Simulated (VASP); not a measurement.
# Sn2PdS4 (I4/mmm) in VASP: single point with PBE

Aim: the single point of Sn2PdS4 with PBE.

Program: VASP 6.6.1. These are calculated values, not measurements. Logs are shortened: lines on timing, memory, paths and dates and some standing lists are left out, and cuts for length are marked.

## (1) The cell of the first run

The structure is tetragonal, space group I4/mmm (No. 139). Conventional cell: a = 4.743 Å, b = 4.743 Å, c = 13.724 Å, α = 90.00°, β = 90.00°, γ = 90.00°. Within 3.5 Å of Sn (site symmetry 4mm) lie 9 S at 2.58 to 3.41 Å. Within 3.1 Å of Pd (site symmetry 4/mmm) lie 6 S at 2.37 to 2.44 Å. S (site symmetry 4mm) has 1 Pd at 2.44 Å and 1 Sn at 2.58 Å within 3.2 Å. S (site symmetry mmm) has 2 Pd at 2.37 Å and 4 Sn at 3.00 Å within 3.1 Å.

## (2) Single point, PBE

INCAR

```
PREC = Accurate ; ENCUT = 520
EDIFF = 1E-6 ; ISMEAR = 0
SIGMA = 0.1 ; LREAL = False
LASPH = True ; NELM = 80
ALGO = Normal ; ISIF = 2
LWAVE = False ; LCHARG = False
GGA = PE ; NBANDS = 40
```

KPOINTS

```
regular mesh
0
Gamma
  12 12 12
```

POSCAR

```
Sn2PdS4
1.0
   -2.3717049127      2.3717049127      6.8618190831
    2.3717049127     -2.3717049127      6.8618190831
    2.3717049127      2.3717049127     -6.8618190831
Sn Pd S
2 1 4
Direct
    0.3656724436      0.3656724436      0.0000000000
    0.6343275564      0.6343275564      0.0000000000
    0.0000000000      0.0000000000      0.0000000000
    0.8223611234      0.8223611234      0.0000000000
    0.0000000000      0.5000000000      0.5000000000
    0.5000000000      0.0000000000      0.5000000000
    0.1776388766      0.1776388766      0.0000000000
```

Potentials or basis: VASP PAW PBE potentials, release 64 (Sn_d, Pd, S).

Launch:

```sh
$ cat potpaw_PBE.64/Sn_d/POTCAR potpaw_PBE.64/Pd/POTCAR potpaw_PBE.64/S/POTCAR > POTCAR
$ mpirun -np 1 vasp_std > vasp.out
```

OUTCAR:

```text
PREC = Accurate
   ENCUT = 520
   EDIFF = 1E-6
   ISMEAR = 0
   LREAL = False
   LASPH = True
   NELM = 80
   ISIF = 2
   GGA = PE

 ion  position               nearest neighbor table
   1  0.366  0.366  0.000-   7 2.58   5 3.00   6 3.00   6 3.00   5 3.00   2 3.69
   2  0.634  0.634  0.000-   4 2.58   5 3.00   6 3.00   6 3.00   5 3.00   1 3.69
   3  0.000  0.000  0.000-   5 2.37   6 2.37   5 2.37   6 2.37   4 2.44   7 2.44
   4  0.822  0.822  0.000-   3 2.44   2 2.58
   5  0.000  0.500  0.500-   3 2.37   3 2.37   2 3.00   1 3.00   2 3.00   1 3.00
   6  0.500  0.000  0.500-   3 2.37   3 2.37   2 3.00   1 3.00   1 3.00   2 3.00
   7  0.178  0.178  0.000-   3 2.44   1 2.58

  LATTYP: Found a body centered tetragonal cell.
 ALAT       =     4.7434098254
 C/A-ratio  =     2.8932010244

  Lattice vectors:

 A1 = (  -2.3717049127,   2.3717049127,   6.8618190831)
 A2 = (   2.3717049127,  -2.3717049127,   6.8618190831)
 A3 = (   2.3717049127,   2.3717049127,  -6.8618190831)

Analysis of symmetry for initial positions (statically):
=====================================================================
 Subroutine PRICEL returns:
 Original cell was already a primitive cell.

 Routine SETGRP: Setting up the symmetry group for a
 body centered tetragonal supercell.

 Subroutine GETGRP returns: Found 16 space group operations
 (whereof 16 operations were pure point group operations)
 out of a pool of 16 trial point group operations.

The static configuration has the point symmetry D_4h.

Analysis of symmetry for dynamics (positions and initial velocities):
=====================================================================
 Subroutine PRICEL returns:
 Original cell was already a primitive cell.

 Routine SETGRP: Setting up the symmetry group for a
 body centered tetragonal supercell.

 Subroutine GETGRP returns: Found 16 space group operations
 (whereof 16 operations were pure point group operations)
 out of a pool of 16 trial point group operations.

The dynamic configuration has the point symmetry D_4h.

 Subroutine INISYM returns: Found 16 space group operations
 (whereof 16 operations are pure point group operations),
 and found     1 'primitive' translations

----------------------------------------------------------------------------------------

                                     Primitive cell

  volume of cell :     154.3905

  direct lattice vectors                    reciprocal lattice vectors
    -2.371704913  2.371704913  6.861819083     0.000000000  0.210818807  0.072866975
     2.371704913 -2.371704913  6.861819083     0.210818807  0.000000000  0.072866975
     2.371704913  2.371704913 -6.861819083     0.210818807  0.210818807  0.000000000

  length of vectors
     7.637704466  7.637704466  7.637704466     0.223056418  0.223056418  0.298142816

  position of ions in fractional coordinates (direct lattice)
     0.365672444  0.365672444  0.000000000
     0.634327556  0.634327556  0.000000000
     0.000000000  0.000000000  0.000000000
     0.822361123  0.822361123  0.000000000
     0.000000000  0.500000000  0.500000000
     0.500000000  0.000000000  0.500000000
     0.177638877  0.177638877  0.000000000

  ion indices of the primitive-cell ions
   primitive index   ion index
                 1           1
                 2           2
                 3           3
                 4           4
                 5           5
                 6           6
                 7           7

----------------------------------------------------------------------------------------

 KPOINTS: regular mesh

Automatic generation of k-mesh.
 Grid dimensions read from file:
 generate k-points for:   12   12   12

 Generating k-lattice:

  Cartesian coordinates                     Fractional coordinates (reciprocal lattice)
     0.000000000  0.017568234  0.006072248     0.083333333 -0.000000000  0.000000000
     0.017568234  0.000000000  0.006072248    -0.000000000  0.083333333  0.000000000
     0.017568234  0.017568234  0.000000000     0.000000000  0.000000000  0.083333333

  Length of vectors
     0.018588035  0.018588035  0.024845235

  Shift w.r.t. Gamma in fractional coordinates (k-lattice)
     0.000000000  0.000000000  0.000000000

 Subroutine IBZKPT returns following result:
 ===========================================

 Found    163 irreducible k-points:

 Following reciprocal coordinates:
            Coordinates               Weight
  0.000000  0.000000  0.000000      1.000000
  0.083333  0.000000 -0.000000      8.000000
  0.166667  0.000000 -0.000000      8.000000
  0.250000  0.000000 -0.000000      8.000000
  0.333333  0.000000 -0.000000      8.000000
  0.416667  0.000000  0.000000      8.000000
[... 16 lines left out ...]
  0.500000  0.166667 -0.000000     16.000000
 -0.416667  0.166667  0.000000     16.000000
 [... further k-points ...]
   k-points           NKPTS =    163   k-points in BZ     NKDIM =    163   number of bands    NBANDS=     40
   number of dos      NEDOS =    301   number of ions     NIONS =      7
   total plane-waves  NPLWV = 216000
   dimension x,y,z NGX =    60 NGY =   60 NGZ =   60
   dimension x,y,z NGXF=   120 NGYF=  120 NGZF=  120
   ions per type =               2   1   4
   NGX,Y,Z   is equivalent  to a cutoff of  13.06, 13.06, 13.06 a.u.
   NGXF,Y,Z  is equivalent  to a cutoff of  26.12, 26.12, 26.12 a.u.
 SYSTEM =  unknown system
   PREC   = accura    normal or accurate (medium, high low for compatibility)
   ISTART =      0    job   : 0-new  1-cont  2-samecut
   ICHARG =      2    charge: 1-file 2-atom 10-const
   ISPIN  =      1    spin polarized calculation?
   LNONCOLLINEAR =      F non collinear calculations
   LSORBIT =      F    spin-orbit coupling
   LASPH  =      T    aspherical Exc in radial PAW
   ENCUT  =  520.0 eV  38.22 Ry    6.18 a.u.  14.20 14.20 14.20*2*pi/ulx,y,z
   NELM   =     80;   NELMIN=  2; NELMDL= -5     # of ELM steps
   EDIFF  = 0.1E-05   stopping-criterion for ELM
   LREAL  =      F    real-space projection
   EDIFFG = 0.1E-04   stopping-criterion for IOM
   NSW    =      0    number of steps for IOM
   IBRION =     -1    ionic relax: 0-MD 1-quasi-New 2-CG
   NFREE  =      0    steps in history (QN), initial steepest desc. (CG)
   ISIF   =      2    stress and relaxation
   ISYM   =      2    0-nonsym 1-usesym 2-fastsym
   POTIM  = 0.5000    time-step for ionic-motion
   TEBEG  =    0.0;   TEEND  =   0.0 temperature during run
   PSTRESS=    0.0 pullay stress
   NELECT =      62.0000    total number of electrons
   NUPDOWN=      -1.0000    fix difference up-down
   EMIN   =  10.00;   EMAX   =-10.00  energy-range for DOS
   EFERMI =   0.00;   METHOD = LEGACY
   ISMEAR =     0;   SIGMA  =   0.10  broadening in eV -4-tet -1-fermi 0-gaus
   EFERMI_NEDOS =   21; number of points for ismear=-14 and -15
   IALGO  =     38    algorithm
   IMIX   =      4    mixing-type and parameters
     AMIX     =   0.40;   BMIX     =  1.00
     AMIX_MAG =   1.60;   BMIX_MAG =  1.00
  volume/ion in A,a.u.               =      22.06       148.84
  Fermi-wavevector in a.u.,A,eV,Ry     =   1.207810  2.282430 19.848240  1.458804
  Thomas-Fermi vector in A             =   2.343436
   LORBIT       =      0    0 simple, 1 ext, 2 COOP (PROOUT), +10 PAW based schemes
   GGA     = PE    functional components
   LHFCALC =     F    Hartree Fock is set to
   AEXX    =    0.0000 exact exchange contribution
   IVDW    =     0    specifies the selected vdW correction
   LEPSILON=     F    determine dielectric tensor
   LRPA    =     F    only Hartree local field effects (RPA)
 non-spin polarized calculation
 Gauss-broadening in eV      SIGMA  =   0.10
  energy-cutoff  :      520.00
  volume of cell :      154.39
 maximum number of plane-waves:      4194
 NGX is ok and might be reduce to    60
   NGX = 29   NGY = 29   NGZ = 29

 number of electron      62.0000002 magnetization

 Free energy of the ion-electron system (eV)
  ---------------------------------------------------
  ext. energy  EPLUGINS =         0.00000000
  ---------------------------------------------------
  free energy    TOTEN  =       -29.85506035 eV

  energy without entropy =      -29.83615263  energy(sigma->0) =      -29.84560649

 E-fermi :   5.5396     XC(G=0): -10.0398

 val. band max:        5.5394741453   @ k =  -0.3333   0.5000   0.1667
 cond. band min:       5.5428806001   @ k =   0.3333   0.3333   0.0833
 fundamental gap:      0.0034064548
 Fermi energy:         5.5396474547

 k-point     1 :       0.0000    0.0000    0.0000
  band No.  band energies     occupation
      1     -15.7917      2.00000
      2     -15.7888      2.00000
      3     -15.7826      2.00000
      4     -15.7799      2.00000
      5     -15.7684      2.00000
      6     -15.7440      2.00000
[... 32 lines left out ...]
     39      10.9725      0.00000
     40      11.0963      0.00000

 k-point     2 :       0.0833    0.0000   -0.0000
  band No.  band energies     occupation
      1     -15.7915      2.00000
      2     -15.7886      2.00000
      3     -15.7826      2.00000
      4     -15.7800      2.00000
      5     -15.7686      2.00000
      6     -15.7437      2.00000
[... 32 lines left out ...]
     39      10.9979      0.00000
     40      11.3699      0.00000

 k-point     3 :       0.1667    0.0000   -0.0000
  band No.  band energies     occupation
      1     -15.7908      2.00000
      2     -15.7879      2.00000
      3     -15.7828      2.00000
      4     -15.7804      2.00000
      5     -15.7689      2.00000
      6     -15.7431      2.00000
[... 853 lines left out ...]
  band No.  band energies     occupation
      1     -15.7870      2.00000
      2     -15.7845      2.00000
      3     -15.7837      2.00000
      4     -15.7826      2.00000
      5     -15.7696      2.00000
      6     -15.7473      2.00000
[... 32 lines left out ...]
     39      11.1260      0.00000
     40      13.0817      0.00000

 k-point    24 :      -0.4167    0.1667    0.0000
  band No.  band energies     occupation
      1     -15.7872      2.00000
      2     -15.7847      2.00000
      3     -15.7837      2.00000
      4     -15.7823      2.00000
      5     -15.7693      2.00000
      6     -15.7467      2.00000
[... 32 lines left out ...]
     39      10.9515      0.00000
     40      12.9592      0.00000

 [... further k-points ...]

------------------------ aborting loop because EDIFF is reached ----------------------------------------

  FORCE on cell =-STRESS in cart. coord.  units (eV):
  Direction    XX          YY          ZZ          XY          YZ          ZX
  --------------------------------------------------------------------------------------
  -------------------------------------------------------------------------------------
  Total       -0.0908816     -0.0908816     -0.1042697      0.0000000      0.0000000      0.0000000
  in kB       -0.9431177     -0.9431177     -1.0820516      0.0000000      0.0000000      0.0000000
  external PRESSURE =      -0.9894290 kB  Pullay stress =       0.0000000 kB

 VOLUME and BASIS-vectors are now :
 -----------------------------------------------------------------------------
  energy-cutoff  :      520.00
  volume of cell :      154.39
      direct lattice vectors                 reciprocal lattice vectors
    -2.371704913  2.371704913  6.861819083     0.000000000  0.210818807  0.072866975
     2.371704913 -2.371704913  6.861819083     0.210818807  0.000000000  0.072866975
     2.371704913  2.371704913 -6.861819083     0.210818807  0.210818807  0.000000000

 POSITION                                       TOTAL-FORCE (eV/Angst)
 -----------------------------------------------------------------------------------
      0.00000      0.00000      5.01836         0.000000      0.000000     -0.004576
      0.00000      0.00000      8.70528         0.000000      0.000000      0.004576
      0.00000      0.00000      0.00000        -0.000000     -0.000000     -0.000000
      0.00000      0.00000     11.28579        -0.000000     -0.000000     -0.002968
      2.37170      0.00000      0.00000        -0.000000     -0.000000     -0.000000
      0.00000      2.37170      0.00000        -0.000000     -0.000000     -0.000000
      0.00000      0.00000      2.43785         0.000000      0.000000      0.002968
 -----------------------------------------------------------------------------------
    total drift:                                0.000000     -0.000000      0.000000

  FREE ENERGIE OF THE ION-ELECTRON SYSTEM (eV)
  ---------------------------------------------------
  free  energy   TOTEN  =       -29.8550603532 eV

  energy  without entropy=      -29.8361526313  energy(sigma->0) =      -29.84560649
```

It took 20 min on 1 thread of Intel Xeon 6975P-C (Granite Rapids), shared host; peak memory 1.1 GiB.

Results:

| Quantity | Value |
| --- | --- |
| Free energy | -29.8551 eV |
| Pressure | -0.1 GPa |
| Largest force | 0.005 eV/Å |
| Band gap on the k mesh | zero (bands 31 and 32 overlap by 0.90 eV) |

Forces on the atoms (eV/Å):
```
Sn   0.000  0.000 -0.005
Sn   0.000  0.000  0.005
Pd   0.000  0.000  0.000
S    0.000  0.000 -0.003
S    0.000  0.000  0.000
S    0.000  0.000  0.000
S    0.000  0.000  0.003
```

Levels at points of the mesh, in eV from the Fermi level:
```
           k point  band 28  band 29  band 30  band 31  band 32  band 33  band 34  band 35
(0.00, 0.00, 0.00)    -1.47    -1.47    -0.46    -0.33    -0.33    -0.16     2.03     3.46
(0.50, 0.00, 0.00)    -0.90    -0.73    -0.62    -0.16     0.12     1.65     1.82     2.26
(0.50, 0.50, 0.00)    -0.94    -0.57    -0.40     0.17     2.29     2.84     3.73     4.01
(0.50, 0.50, 0.50)    -1.40    -1.40    -1.09    -0.25    -0.25     1.15     2.33     2.33
```

Caveat: spin-orbit coupling is left out, which moves the levels of the heavy elements.
